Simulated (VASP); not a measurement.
# BN (xso) (F-43m) in VASP: single point with PBEsol

Aim: the single point of BN (xso) with PBEsol.

All numbers are computed with VASP 6.6.1; they aren't measurements. Logs are shortened: lines on timing, memory, paths and dates and some standing lists are left out, and cuts for length are marked.

### 1 The cell of the first run

The structure is cubic, space group F-43m (No. 216). The conventional cell has a = 3.616 Å, b = 3.616 Å, c = 3.616 Å, α = 90.00°, β = 90.00°, γ = 90.00°. B (site symmetry -43m) has 4 N at 1.57 Å within 2.1 Å. N (site symmetry -43m) has 4 B at 1.57 Å within 2.1 Å.

### 2 Single point, PBEsol, non-collinear spin, zero start, spin-orbit coupling

Contents of INCAR:

```
PREC = Accurate ; ENCUT = 600
EDIFF = 1E-6 ; ISMEAR = 0
SIGMA = 0.01 ; LREAL = False
LASPH = True ; NELM = 200
ALGO = Normal ; ISIF = 2
LWAVE = False ; LCHARG = False
MAGMOM = 0 0 0 0 0 0 ; LORBIT = 11
LSORBIT = True ; GGA_COMPAT = False
LORBMOM = True ; GGA = PS
NBANDS = 20
```

Contents of KPOINTS:

```
Automatic mesh
0
Gamma
  10 10 10
```

Contents of POSCAR:

```
BN
1.0
    0.0000000000      1.8080000000      1.8080000000
    1.8080000000      0.0000000000      1.8080000000
    1.8080000000      1.8080000000      0.0000000000
B N
1 1
Direct
    0.0000000000      0.0000000000      0.0000000000
    0.2500000000      0.2500000000      0.2500000000
```

Potentials or basis: VASP PAW PBE potentials, release 64 (B, N).

On the command line:

```
> cat potpaw_PBE.64/B/POTCAR potpaw_PBE.64/N/POTCAR > POTCAR
> mpirun -np 1 vasp_ncl > vasp.out
```

OUTCAR:

```text
PREC = Accurate
   ENCUT = 600
   EDIFF = 1E-6
   ISMEAR = 0
   LREAL = False
   LASPH = True
   NELM = 200
   ISIF = 2
   LORBIT = 11
   LSORBIT = True
   GGA = PS

 ion  position               nearest neighbor table
   1  0.000  0.000  0.000-   2 1.57   2 1.57   2 1.57   2 1.57
   2  0.250  0.250  0.250-   1 1.57   1 1.57   1 1.57   1 1.57

  LATTYP: Found a face centered cubic cell.
 ALAT       =     3.6160000000

  Lattice vectors:

 A1 = (   0.0000000000,   1.8080000000,   1.8080000000)
 A2 = (   1.8080000000,   0.0000000000,   1.8080000000)
 A3 = (   1.8080000000,   1.8080000000,   0.0000000000)

Analysis of symmetry for initial positions (statically):
=====================================================================
 Subroutine PRICEL returns:
 Original cell was already a primitive cell.

 Routine SETGRP: Setting up the symmetry group for a
 face centered cubic supercell.

 Subroutine GETGRP returns: Found 24 space group operations
 (whereof 24 operations were pure point group operations)
 out of a pool of 48 trial point group operations.

The static configuration has the point symmetry T_d .

Analysis of symmetry for dynamics (positions and initial velocities):
=====================================================================
 Subroutine PRICEL returns:
 Original cell was already a primitive cell.

 Routine SETGRP: Setting up the symmetry group for a
 face centered cubic supercell.

 Subroutine GETGRP returns: Found 24 space group operations
 (whereof 24 operations were pure point group operations)
 out of a pool of 48 trial point group operations.

The dynamic configuration has the point symmetry T_d .

Analysis of structural, dynamic, and magnetic symmetry:
=====================================================================
 Subroutine PRICEL returns:
 Original cell was already a primitive cell.

 Routine SETGRP: Setting up the symmetry group for a
 face centered cubic supercell.

 Subroutine GETGRP returns: Found 24 space group operations
 (whereof 24 operations were pure point group operations)
 out of a pool of 48 trial point group operations.

The overall configuration has the point symmetry T_d .

 Subroutine INISYM returns: Found 24 space group operations
 (whereof 24 operations are pure point group operations),
 and found     1 'primitive' translations

----------------------------------------------------------------------------------------

                                     Primitive cell

  volume of cell :      11.8202

  direct lattice vectors                    reciprocal lattice vectors
     0.000000000  1.808000000  1.808000000    -0.276548673  0.276548673  0.276548673
     1.808000000  0.000000000  1.808000000     0.276548673 -0.276548673  0.276548673
     1.808000000  1.808000000  0.000000000     0.276548673  0.276548673 -0.276548673

  length of vectors
     2.556898121  2.556898121  2.556898121     0.478996352  0.478996352  0.478996352

  position of ions in fractional coordinates (direct lattice)
     0.000000000  0.000000000  0.000000000
     0.250000000  0.250000000  0.250000000

  ion indices of the primitive-cell ions
   primitive index   ion index
                 1           1
                 2           2

----------------------------------------------------------------------------------------

 KPOINTS: Automatic mesh

Automatic generation of k-mesh.
 Grid dimensions read from file:
 generate k-points for:   10   10   10

 Generating k-lattice:

  Cartesian coordinates                     Fractional coordinates (reciprocal lattice)
    -0.027654867  0.027654867  0.027654867     0.100000000  0.000000000  0.000000000
     0.027654867 -0.027654867  0.027654867     0.000000000  0.100000000  0.000000000
     0.027654867  0.027654867 -0.027654867     0.000000000  0.000000000  0.100000000

  Length of vectors
     0.047899635  0.047899635  0.047899635

[... 89 lines left out ...]

 number of electron       7.9999999 magnetization       0.0000000      0.0000000      0.0000000

 number of electron       7.9999999 magnetization      -0.0000000      0.0000000      0.0000000

 number of electron       7.9999999 magnetization       0.0000000     -0.0000000     -0.0000000

 Free energy of the ion-electron system (eV)
  ---------------------------------------------------
  ext. energy  EPLUGINS =         0.00000000
  ---------------------------------------------------
  free energy    TOTEN  =       -18.35016917 eV

  energy without entropy =      -18.35016917  energy(sigma->0) =      -18.35016917

 E-fermi :   7.4009     XC(G=0): -13.0125

 val. band max:        7.3584976457   @ k =   0.0000   0.0000   0.0000
 cond. band min:      11.6278195569   @ k =   0.5000   0.5000   0.0000
 fundamental gap:      4.2693219113
 Fermi energy:         7.4008978625

 k-point     1 :       0.0000    0.0000    0.0000
  band No.  band energies     occupation
      1     -12.8918      1.00000
      2     -12.8918      1.00000
      3       7.3371      1.00000
      4       7.3371      1.00000
      5       7.3585      1.00000
      6       7.3585      1.00000
[... 541 lines left out ...]
     19      29.5424      0.00000
     20      29.5450      0.00000

 [... further k-points ...]

------------------------ aborting loop because EDIFF is reached ----------------------------------------

  FORCE on cell =-STRESS in cart. coord.  units (eV):
  Direction    XX          YY          ZZ          XY          YZ          ZX
  --------------------------------------------------------------------------------------
  -------------------------------------------------------------------------------------
  Total       -0.2141251     -0.2141251     -0.2141251      0.0000000     -0.0000000     -0.0000000
  in kB      -29.0237110    -29.0237110    -29.0237110      0.0000000     -0.0000000     -0.0000000
  external PRESSURE =     -29.0237110 kB  Pullay stress =       0.0000000 kB

 VOLUME and BASIS-vectors are now :
 -----------------------------------------------------------------------------
  energy-cutoff  :      600.00
  volume of cell :       11.82
      direct lattice vectors                 reciprocal lattice vectors
     0.000000000  1.808000000  1.808000000    -0.276548673  0.276548673  0.276548673
     1.808000000  0.000000000  1.808000000     0.276548673 -0.276548673  0.276548673
     1.808000000  1.808000000  0.000000000     0.276548673  0.276548673 -0.276548673

 POSITION                                       TOTAL-FORCE (eV/Angst)
 -----------------------------------------------------------------------------------
      0.00000      0.00000      0.00000         0.000000      0.000000      0.000000
      0.90400      0.90400      0.90400        -0.000000     -0.000000     -0.000000
 -----------------------------------------------------------------------------------
    total drift:                                0.000000      0.000000      0.000000

  FREE ENERGIE OF THE ION-ELECTRON SYSTEM (eV)
  ---------------------------------------------------
  free  energy   TOTEN  =       -18.3501691660 eV

  energy  without entropy=      -18.3501691660  energy(sigma->0) =      -18.35016917

 orbital moment (x)

 # of ion     p       tot
 --------------------------------
  1        -0.000  -0.000
  2        -0.000  -0.000
 --------------------------------
           -0.000  -0.000

 orbital moment (y)

 # of ion     p       tot
 --------------------------------
  1         0.000   0.000
  2        -0.000  -0.000
 --------------------------------
            0.000   0.000

 orbital moment (z)

 # of ion     p       tot
 --------------------------------
  1         0.000   0.000
  2        -0.000  -0.000
 --------------------------------
            0.000   0.000

 Spin-Orbit-Coupling matrix elements

 Ion:    1  E_soc:     -0.0000028
 l=   1
     0.0000000    -0.0000005    -0.0000005
    -0.0000005     0.0000000    -0.0000005
    -0.0000005    -0.0000005     0.0000000
 l=   2
     0.0000000     0.0000000     0.0000000     0.0000000     0.0000000
     0.0000000     0.0000000     0.0000000     0.0000000     0.0000000
     0.0000000     0.0000000     0.0000000     0.0000000     0.0000000
     0.0000000     0.0000000     0.0000000     0.0000000     0.0000000
     0.0000000     0.0000000     0.0000000     0.0000000     0.0000000
 l=   3
     0.0000000     0.0000000     0.0000000     0.0000000     0.0000000     0.0000000     0.0000000
     0.0000000     0.0000000     0.0000000     0.0000000     0.0000000     0.0000000     0.0000000
     0.0000000     0.0000000     0.0000000     0.0000000     0.0000000     0.0000000     0.0000000
     0.0000000     0.0000000     0.0000000     0.0000000     0.0000000     0.0000000     0.0000000
     0.0000000     0.0000000     0.0000000     0.0000000     0.0000000     0.0000000     0.0000000
     0.0000000     0.0000000     0.0000000     0.0000000     0.0000000     0.0000000     0.0000000
     0.0000000     0.0000000     0.0000000     0.0000000     0.0000000     0.0000000     0.0000000

 Ion:    2  E_soc:     -0.0000466
 l=   1
     0.0000000    -0.0000078    -0.0000078
    -0.0000078     0.0000000    -0.0000078
    -0.0000078    -0.0000078     0.0000000
 l=   2
     0.0000000     0.0000000     0.0000000     0.0000000     0.0000000
     0.0000000     0.0000000     0.0000000     0.0000000     0.0000000
     0.0000000     0.0000000     0.0000000     0.0000000     0.0000000
     0.0000000     0.0000000     0.0000000     0.0000000     0.0000000
     0.0000000     0.0000000     0.0000000     0.0000000     0.0000000
 l=   3
     0.0000000     0.0000000     0.0000000     0.0000000     0.0000000     0.0000000     0.0000000
     0.0000000     0.0000000     0.0000000     0.0000000     0.0000000     0.0000000     0.0000000
     0.0000000     0.0000000     0.0000000     0.0000000     0.0000000     0.0000000     0.0000000
     0.0000000     0.0000000     0.0000000     0.0000000     0.0000000     0.0000000     0.0000000
     0.0000000     0.0000000     0.0000000     0.0000000     0.0000000     0.0000000     0.0000000
     0.0000000     0.0000000     0.0000000     0.0000000     0.0000000     0.0000000     0.0000000
     0.0000000     0.0000000     0.0000000     0.0000000     0.0000000     0.0000000     0.0000000

 total charge

# of ion       s       p       d       tot
------------------------------------------
    1        0.675   1.359   0.000   2.034
    2        1.204   2.743   0.000   3.947
--------------------------------------------------
tot          1.879   4.103   0.000   5.981

 magnetization (x)

# of ion       s       p       d       tot
------------------------------------------
    1        0.000   0.000   0.000   0.000
    2       -0.000   0.000   0.000  -0.000
--------------------------------------------------
tot          0.000   0.000   0.000   0.000

 magnetization (y)

# of ion       s       p       d       tot
------------------------------------------
    1        0.000   0.000   0.000   0.000
    2       -0.000  -0.000   0.000  -0.000
--------------------------------------------------
tot         -0.000  -0.000   0.000  -0.000

 magnetization (z)

# of ion       s       p       d       tot
------------------------------------------
    1        0.000   0.000   0.000   0.000
    2       -0.000  -0.000   0.000  -0.000
--------------------------------------------------
tot         -0.000  -0.000   0.000  -0.000
```

Run time: 20 s. Hardware: 1 thread of Intel Xeon 6975P-C, shared host; peak memory 0.17 GiB.

Results:

```yaml
Free_energy: -18.3502 eV
Pressure: -2.9 GPa
Net_moment: 0.00 μB per cell
Valence_electrons_inside_the_program's_atomic_spheres: B 2.03; N 3.95
```

Moments on the atoms (μB; x, y, z):
```
B   0.00 0.00 0.00
N   0.00 0.00 0.00
```

Caveat: the PAW data sets were made with another functional, which shifts forces and pressure a little.
